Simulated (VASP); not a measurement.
A run of VASP 6.6.1:

The input INCAR:

```
SYSTEM = BiS4
PREC = Accurate ; ENCUT = 520
EDIFF = 1E-7 ; ISMEAR = 0
SIGMA = 0.1 ; LREAL = .False.
LASPH = .True. ; NELM = 80
ALGO = Normal ; ISIF = 2
LWAVE = .False. ; LCHARG = .False.
GGA = PE ; NBANDS = 28
```

Contents of KPOINTS:

```
Automatic mesh
0
Gamma
  4 4 4
  0 0 0
```

Contents of POSCAR:

```
BiS4
1.0
    4.9148360446      0.0000000000      0.0000000000
    0.0000000000      4.9148360446      0.0000000000
    0.0000000000      0.0000000000      4.9148360446
Bi S
1 4
Direct
    0.0000000000      0.0000000000      0.0000000000
    0.3080093666      0.3080093666      0.3080093666
    0.6919906334      0.6919906334      0.3080093666
    0.3080093666      0.6919906334      0.6919906334
    0.6919906334      0.3080093666      0.6919906334
```

Potentials or basis: VASP PAW PBE potentials, release 64 (Bi_d, S).

Run with:

```console
$ cat potpaw_PBE.64/Bi_d/POTCAR potpaw_PBE.64/S/POTCAR > POTCAR
$ mpirun -np 1 vasp_std > vasp.out
```

Hardware: 1 thread of Intel(R) Xeon(R) 6975P-C (Granite Rapids), with other jobs on the host.

How long does it take, and how much memory?

Wall time 15 s on 1 thread of Intel(R) Xeon(R) 6975P-C (Granite Rapids) (shared host), peak memory 0.24 GiB. Counts: scf iterations 14, k points 10.
